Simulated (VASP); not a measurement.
Write the native input for VASP 6.6.1 that does the following.

- Task: single point
- Functional: PBEsol
- Potentials or basis: VASP PAW PBE potentials, release 64 (Na_pv)
- Cutoff: 520 eV
- k mesh: 16 × 16 × 16
- Occupations: gaussian, width 0.15 eV
- Spin: no spin polarisation
- Dipole correction: no
- Further INCAR settings: ALGO = Normal; EDIFF = 1e-06; NBANDS = 10

The structure of Na lies in POSCAR:

```
Na
1.0
   -2.0539750000      2.0539750000      2.0539750000
    2.0539750000     -2.0539750000      2.0539750000
    2.0539750000      2.0539750000     -2.0539750000
Na
1
Direct
    0.0000000000      0.0000000000      0.0000000000
```

This cell differs from its parent crystal: strain -0.030 along x and y, -0.030 along z.

One way to write it, as run:

INCAR

```
SYSTEM = Na
  ALGO = Normal
  EDIFF = 1E-6
  ENCUT = 520
  GGA = PS
  ISIF = 2
  ISMEAR = 0
  LASPH = .TRUE.
  LCHARG = .FALSE.
  LREAL = .FALSE.
  LWAVE = .FALSE.
  NBANDS = 10
  NELM = 80
  PREC = Accurate
  SIGMA = 0.15
```

KPOINTS

```
k-points
0
G
  16 16 16
  0 0 0
```

Potentials or basis: VASP PAW PBE potentials, release 64 (Na_pv).

Command:

```bash
$ cat potpaw_PBE.64/Na_pv/POTCAR > POTCAR
$ mpirun -np 1 vasp_std > vasp.out
```

Results of the run:

```json
{
 "Pressure": "0.4 GPa"
}
```

Caveat: the cell differs from its parent crystal (strain -0.030 along x and y, -0.030 along z); the PAW data sets were made with another functional, which shifts forces and pressure a little.

It took 64 s on 1 thread of AMD EPYC 7R13, on a shared host, peak memory 0.14 GiB.
